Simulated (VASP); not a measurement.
# Si (Immm) in VASP: single point with LDA

Aim: the single point of Si with LDA.

Everything below comes from runs of VASP 6.6.1. Logs are shortened: lines on timing, memory, paths and dates and some standing lists are left out, and cuts for length are marked.

### 1 The cell of the first run

Symmetry: Immm, No. 71, orthorhombic system. The conventional cell has a = 3.845 Å, b = 6.527 Å, c = 6.775 Å, α = 90.00°, β = 90.00°, γ = 90.00°. Si (site symmetry m) has 4 Si at 2.33 to 2.42 Å within 3.1 Å.

### 2 Single point, LDA (strain +0.0187 x Voigt [1, -1, 0, 0, 0, 0])

The input, INCAR:

```
SYSTEM = Si
PREC = Accurate ; ENCUT = 520
EDIFF = 1E-7 ; ISMEAR = 0
SIGMA = 0.03 ; LREAL = .FALSE.
LASPH = .TRUE. ; NELM = 60
ALGO = Normal ; ISIF = 2
LWAVE = .FALSE. ; LCHARG = .FALSE.
GGA = CA ; NBANDS = 16
```

The input, KPOINTS:

```
regular mesh
0
G
  10 10 10
  0 0 0
```

The input, POSCAR:

```
Si
1.0
   -3.3876300982      3.2632584818      1.9223856600
    3.3876300982     -3.2632584818      1.9223856600
    3.3876300982      3.2632584818     -1.9223856600
Si
4
Direct
    0.1788010600      0.1788010600      0.3576021200
    0.8211989400      0.8211989400      0.6423978800
    0.1788010600      0.8211989400      0.0000000000
    0.8211989400      0.1788010600      0.0000000000
```

Potentials or basis: VASP PAW LDA potentials, release 64 (Si).

Command:

```console
> cat potpaw_LDA.64/Si/POTCAR > POTCAR
> mpirun -np 1 vasp_std > vasp.out
```

OUTCAR:

```text
SYSTEM = Si
   PREC = Accurate
   ENCUT = 520
   EDIFF = 1E-7
   ISMEAR = 0
   LREAL = .FALSE.
   LASPH = .TRUE.
   NELM = 60
   ISIF = 2
   GGA = CA

 ion  position               nearest neighbor table
   1  0.179  0.179  0.358-   4 2.33   2 2.34   2 2.34   3 2.42
   2  0.821  0.821  0.642-   3 2.33   1 2.34   1 2.34   4 2.42
   3  0.179  0.821  0.000-   2 2.33   4 2.34   4 2.34   1 2.42
   4  0.821  0.179  0.000-   1 2.33   3 2.34   3 2.34   2 2.42

  LATTYP: Found a body centered orthorhombic cell.
 ALAT       =     3.8447713200
 B/A-ratio  =     1.6975045901
 C/A-ratio  =     1.7622010862

  Lattice vectors:

 A1 = (  -3.3876300982,   3.2632584818,  -1.9223856600)
 A2 = (  -3.3876300982,  -3.2632584818,   1.9223856600)
 A3 = (   3.3876300982,   3.2632584818,   1.9223856600)

Analysis of symmetry for initial positions (statically):
=====================================================================
 Subroutine PRICEL returns:
 Original cell was already a primitive cell.

 Routine SETGRP: Setting up the symmetry group for a
 body centered orthorhombic supercell.

 Subroutine GETGRP returns: Found  8 space group operations
 (whereof  8 operations were pure point group operations)
 out of a pool of  8 trial point group operations.

The static configuration has the point symmetry D_2h.

Analysis of symmetry for dynamics (positions and initial velocities):
=====================================================================
 Subroutine PRICEL returns:
 Original cell was already a primitive cell.

 Routine SETGRP: Setting up the symmetry group for a
 body centered orthorhombic supercell.

 Subroutine GETGRP returns: Found  8 space group operations
 (whereof  8 operations were pure point group operations)
 out of a pool of  8 trial point group operations.

The dynamic configuration has the point symmetry D_2h.

 Subroutine INISYM returns: Found  8 space group operations
 (whereof  8 operations are pure point group operations),
 and found     1 'primitive' translations

----------------------------------------------------------------------------------------

                                     Primitive cell

  volume of cell :      85.0057

  direct lattice vectors                    reciprocal lattice vectors
    -3.387630098  3.263258482  1.922385660     0.000000000  0.153221083  0.260093492
     3.387630098 -3.263258482  1.922385660     0.147595808  0.000000000  0.260093492
     3.387630098  3.263258482 -1.922385660     0.147595808  0.153221083  0.000000000

  length of vectors
     5.081383692  5.081383692  5.081383692     0.301869716  0.299053753  0.212746851

  position of ions in fractional coordinates (direct lattice)
     0.178801060  0.178801060  0.357602120
     0.821198940  0.821198940  0.642397880
     0.178801060  0.821198940  0.000000000
     0.821198940  0.178801060  0.000000000

  ion indices of the primitive-cell ions
   primitive index   ion index
                 1           1
                 2           2
                 3           3
                 4           4

----------------------------------------------------------------------------------------

 KPOINTS: regular mesh

Automatic generation of k-mesh.
 Grid dimensions read from file:
 generate k-points for:   10   10   10

 Generating k-lattice:

  Cartesian coordinates                     Fractional coordinates (reciprocal lattice)
     0.000000000  0.015322108  0.026009349     0.100000000  0.000000000  0.000000000
     0.014759581  0.000000000  0.026009349     0.000000000  0.100000000 -0.000000000
     0.014759581  0.015322108  0.000000000     0.000000000 -0.000000000  0.100000000

  Length of vectors
     0.030186972  0.029905375  0.021274685

  Shift w.r.t. Gamma in fractional coordinates (k-lattice)
     0.000000000  0.000000000  0.000000000

 Subroutine IBZKPT returns following result:
 ===========================================

 Found    171 irreducible k-points:

 Following reciprocal coordinates:
            Coordinates               Weight
  0.000000  0.000000  0.000000      1.000000
  0.100000  0.000000 -0.000000      4.000000
  0.200000  0.000000 -0.000000      4.000000
  0.300000  0.000000 -0.000000      4.000000
  0.400000  0.000000 -0.000000      4.000000
  0.500000  0.000000  0.000000      2.000000
[... 16 lines left out ...]
 -0.400000  0.200000  0.000000      8.000000
 -0.300000  0.200000  0.000000      8.000000
 [... further k-points ...]
   k-points           NKPTS =    171   k-points in BZ     NKDIM =    171   number of bands    NBANDS=     16
   number of dos      NEDOS =    301   number of ions     NIONS =      4
   total plane-waves  NPLWV =  64000
   dimension x,y,z NGX =    40 NGY =   40 NGZ =   40
   dimension x,y,z NGXF=    80 NGYF=   80 NGZF=   80
   ions per type =               4
   NGX,Y,Z   is equivalent  to a cutoff of  13.09, 13.09, 13.09 a.u.
   NGXF,Y,Z  is equivalent  to a cutoff of  26.17, 26.17, 26.17 a.u.
 SYSTEM =  Si
   PREC   = accura    normal or accurate (medium, high low for compatibility)
   ISTART =      0    job   : 0-new  1-cont  2-samecut
   ICHARG =      2    charge: 1-file 2-atom 10-const
   ISPIN  =      1    spin polarized calculation?
   LNONCOLLINEAR =      F non collinear calculations
   LSORBIT =      F    spin-orbit coupling
   LASPH  =      T    aspherical Exc in radial PAW
   ENCUT  =  520.0 eV  38.22 Ry    6.18 a.u.   9.45  9.45  9.45*2*pi/ulx,y,z
   NELM   =     60;   NELMIN=  2; NELMDL= -5     # of ELM steps
   EDIFF  = 0.1E-06   stopping-criterion for ELM
   LREAL  =      F    real-space projection
   EDIFFG = 0.1E-05   stopping-criterion for IOM
   NSW    =      0    number of steps for IOM
   IBRION =     -1    ionic relax: 0-MD 1-quasi-New 2-CG
   NFREE  =      0    steps in history (QN), initial steepest desc. (CG)
   ISIF   =      2    stress and relaxation
   ISYM   =      2    0-nonsym 1-usesym 2-fastsym
   POTIM  = 0.5000    time-step for ionic-motion
   TEBEG  =    0.0;   TEEND  =   0.0 temperature during run
   PSTRESS=    0.0 pullay stress
   NELECT =      16.0000    total number of electrons
   NUPDOWN=      -1.0000    fix difference up-down
   EMIN   =  10.00;   EMAX   =-10.00  energy-range for DOS
   EFERMI =   0.00;   METHOD = LEGACY
   ISMEAR =     0;   SIGMA  =   0.03  broadening in eV -4-tet -1-fermi 0-gaus
   EFERMI_NEDOS =   21; number of points for ismear=-14 and -15
   IALGO  =     38    algorithm
   IMIX   =      4    mixing-type and parameters
     AMIX     =   0.40;   BMIX     =  1.00
     AMIX_MAG =   1.60;   BMIX_MAG =  1.00
  volume/ion in A,a.u.               =      21.25       143.41
  Fermi-wavevector in a.u.,A,eV,Ry     =   0.938207  1.772955 11.976298  0.880233
  Thomas-Fermi vector in A             =   2.065396
   LORBIT       =      0    0 simple, 1 ext, 2 COOP (PROOUT), +10 PAW based schemes
   GGA     = CA    functional components
   LHFCALC =     F    Hartree Fock is set to
   AEXX    =    0.0000 exact exchange contribution
   IVDW    =     0    specifies the selected vdW correction
   LEPSILON=     F    determine dielectric tensor
   LRPA    =     F    only Hartree local field effects (RPA)
 non-spin polarized calculation
 Gauss-broadening in eV      SIGMA  =   0.03
  energy-cutoff  :      520.00
  volume of cell :       85.01
 maximum number of plane-waves:      2314
 NGX is ok and might be reduce to    40
   NGX = 19   NGY = 19   NGZ = 19

 number of electron      16.0000000 magnetization

 Free energy of the ion-electron system (eV)
  ---------------------------------------------------
  ext. energy  EPLUGINS =         0.00000000
  ---------------------------------------------------
  free energy    TOTEN  =       -23.33854907 eV

  energy without entropy =      -23.33854900  energy(sigma->0) =      -23.33854903

 E-fermi :   5.5511     XC(G=0):  -9.3068

 val. band max:        5.4760216631   @ k =   0.5000   0.5000   0.5000
 cond. band min:       5.6337183415   @ k =  -0.1000  -0.2000   0.1000
 fundamental gap:      0.1576966784
 Fermi energy:         5.5510949199

 k-point     1 :       0.0000    0.0000    0.0000
  band No.  band energies     occupation
      1      -6.6633      2.00000
      2      -2.4280      2.00000
      3      -0.4026      2.00000
      4       0.0162      2.00000
      5       1.6129      2.00000
      6       3.7746      2.00000
[... 8 lines left out ...]
     15      10.8056      0.00000
     16      12.0194      0.00000

 k-point     2 :       0.1000    0.0000   -0.0000
  band No.  band energies     occupation
      1      -6.5513      2.00000
      2      -2.4750      2.00000
      3      -0.2214      2.00000
      4      -0.1492      2.00000
      5       1.7349      2.00000
      6       3.2505      2.00000
[... 8 lines left out ...]
     15      10.3348      0.00000
     16      12.6180      0.00000

 k-point     3 :       0.2000    0.0000   -0.0000
  band No.  band energies     occupation
      1      -6.2213      2.00000
      2      -2.5324      2.00000
      3      -0.5974      2.00000
      4       0.0773      2.00000
      5       1.9142      2.00000
      6       2.3155      2.00000
[... 8 lines left out ...]
     15      10.8480      0.00000
     16      12.1966      0.00000

 k-point     4 :       0.3000    0.0000   -0.0000
  band No.  band energies     occupation
      1      -5.6970      2.00000
      2      -2.4967      2.00000
      3      -1.3380      2.00000
      4      -0.0825      2.00000
      5       1.4816      2.00000
      6       2.0401      2.00000
[... 8 lines left out ...]
     15      11.6904      0.00000
     16      11.7266      0.00000
[... 324 lines left out ...]
 k-point    22 :       0.5000    0.2000    0.0000
  band No.  band energies     occupation
      1      -5.2209      2.00000
      2      -3.4527      2.00000
      3      -1.6794      2.00000
      4       0.2542      2.00000
      5       1.1877      2.00000
      6       2.6448      2.00000
[... 8 lines left out ...]
     15      11.5973      0.00000
     16      11.9329      0.00000

 k-point    23 :      -0.4000    0.2000    0.0000
  band No.  band energies     occupation
      1      -5.7994      2.00000
      2      -3.5718      2.00000
      3      -0.9611      2.00000
      4       0.6479      2.00000
      5       1.8898      2.00000
      6       2.6998      2.00000
[... 8 lines left out ...]
     15      11.0492      0.00000
     16      11.5837      0.00000

 k-point    24 :      -0.3000    0.2000    0.0000
  band No.  band energies     occupation
      1      -6.2241      2.00000
      2      -3.4858      2.00000
      3      -0.4255      2.00000
      4       0.3794      2.00000
      5       2.8556      2.00000
      6       2.9934      2.00000
[... 8 lines left out ...]
     15      11.3984      0.00000
     16      11.8942      0.00000

 [... further k-points ...]

------------------------ aborting loop because EDIFF is reached ----------------------------------------

  FORCE on cell =-STRESS in cart. coord.  units (eV):
  Direction    XX          YY          ZZ          XY          YZ          ZX
  --------------------------------------------------------------------------------------
  -------------------------------------------------------------------------------------
  Total       -2.5861559      1.0170260     -1.0613948      0.0000000      0.0000000      0.0000000
  in kB      -48.7435671     19.1687884    -20.0050463      0.0000000      0.0000000      0.0000000
  external PRESSURE =     -16.5266084 kB  Pullay stress =       0.0000000 kB

 VOLUME and BASIS-vectors are now :
 -----------------------------------------------------------------------------
  energy-cutoff  :      520.00
  volume of cell :       85.01
      direct lattice vectors                 reciprocal lattice vectors
    -3.387630098  3.263258482  1.922385660     0.000000000  0.153221083  0.260093492
     3.387630098 -3.263258482  1.922385660     0.147595808  0.000000000  0.260093492
     3.387630098  3.263258482 -1.922385660     0.147595808  0.153221083  0.000000000

 POSITION                                       TOTAL-FORCE (eV/Angst)
 -----------------------------------------------------------------------------------
      1.21142      1.16695     -0.00000        -0.263909      0.295427      0.000000
      2.17621      2.09631      1.92239         0.263909     -0.295427     -0.000000
      2.17621     -2.09631      1.92239         0.263909      0.295427      0.000000
     -2.17621      2.09631      1.92239        -0.263909     -0.295427     -0.000000
 -----------------------------------------------------------------------------------
    total drift:                               -0.000000     -0.000000      0.000000

  FREE ENERGIE OF THE ION-ELECTRON SYSTEM (eV)
  ---------------------------------------------------
  free  energy   TOTEN  =       -23.3385490665 eV

  energy  without entropy=      -23.3385489989  energy(sigma->0) =      -23.33854903
```

Wall time 3.2 min (1 thread of Intel Xeon Platinum 8259CL at 2.50GHz (Skylake/Cascade Lake), shared host); peak memory 0.3 GiB.

What came out:

```
Free energy            : -23.3385 eV
Pressure               : -1.7 GPa
Largest force          : 0.396 eV/Å
Band gap on the k mesh : 0.16 eV (least direct gap 0.18 eV)
```

Forces in eV/Å, atoms in the order of the input:
```
Si  -0.264  0.295  0.000
Si   0.264 -0.295  0.000
Si   0.264  0.295  0.000
Si  -0.264 -0.295  0.000
```

Stress tensor (GPa, compression positive):
```
-4.87  0.00  0.00
 0.00  1.92  0.00
 0.00  0.00 -2.00
```

Levels at points of the mesh, in eV from the valence-band top:
| k point | band 5 | band 6 | band 7 | band 8 | band 9 | band 10 | band 11 | band 12 |
| --- | --- | --- | --- | --- | --- | --- | --- | --- |
| (0.00, 0.00, 0.00) | -3.86 | -1.70 | -1.46 | -0.66 | 1.03 | 1.29 | 1.78 | 1.99 |
| (0.50, 0.00, 0.00) | -4.40 | -3.51 | -2.38 | -1.56 | 0.82 | 2.24 | 2.88 | 3.44 |
| (0.00, 0.50, 0.00) | -4.50 | -3.71 | -2.57 | -1.46 | 0.49 | 2.18 | 2.81 | 3.26 |
| (0.50, 0.50, 0.00) | -2.93 | -2.10 | -2.00 | -1.72 | 1.43 | 1.74 | 1.77 | 3.83 |
| (0.50, 0.50, 0.50) | -3.03 | -0.31 | -0.19 | 0.00 | 0.18 | 2.85 | 3.43 | 3.96 |

Caveat: the cell differs from its parent crystal (strain +0.0187 x Voigt [1, -1, 0, 0, 0, 0]).
